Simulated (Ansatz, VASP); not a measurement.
**One calculation of ZrS, two programs**

File INCAR:

```
PREC = Accurate ; ENCUT = 520
EDIFF = 1E-7 ; ISMEAR = 0
SIGMA = 0.2 ; LREAL = False
LASPH = True ; NELM = 80
ALGO = Normal ; ISIF = 2
LWAVE = False ; LCHARG = False
GGA = PS ; NBANDS = 16
```

KPOINTS

```
regular mesh
0
Gamma
  14 14 14
```

File POSCAR:

```
ZrS
1.0
    0.0000000000      2.6250000000      2.6250000000
    2.6250000000      0.0000000000      2.6250000000
    2.6250000000      2.6250000000      0.0000000000
Zr S
1 1
Direct
    0.0000000000      0.0000000000      0.0000000000
    0.5000000000      0.5000000000      0.5000000000
```

Input for Ansatz:

```yaml
crystal:
  lattice:
    - [0.0, 2.625, 2.625]
    - [2.625, 0.0, 2.625]
    - [2.625, 2.625, 0.0]
  atoms:
    - { symbol: Zr, position: [0.0, 0.0, 0.0] }
    - { symbol: S, position: [0.5, 0.5, 0.5] }
basis:
  ecutwfc: 420
kpoints:
  mp_grid: { grid: [14, 14, 14] }
hamiltonian:
  xc: pbesol
scf:
  occupations: { method: gaussian, width: 0.2 }
output:
  forces: true
  stress: true
  eigenvalues: true
```

Alike in both runs: task single point; functional PBEsol; k mesh 14 × 14 × 14; occupations gaussian, width 0.2 eV; no spin polarisation.

|  | VASP | Ansatz |
| --- | --- | --- |
| version | VASP 6.6.1 | Ansatz 0.2.0 |
| potentials or method | VASP PAW PBE potentials, release 64 (Zr_sv, S), cutoff 520 eV | scalar-relativistic, plane waves, PAW |
| valence electrons in the cell | 18 | 18 |

VASP gave:

| Quantity | Value |
| --- | --- |
| gap on the k mesh at the Fermi level (eV) | none |
| pressure (GPa) | -6.2 |

Question: Which values does Ansatz return?

Answer: gap on the k mesh at the Fermi level (eV): none; pressure (GPa): -6.4.

VASP's potentials were made for PBE, not for PBEsol. A gap of «none» marks a metal or a gap that the smearing closes.
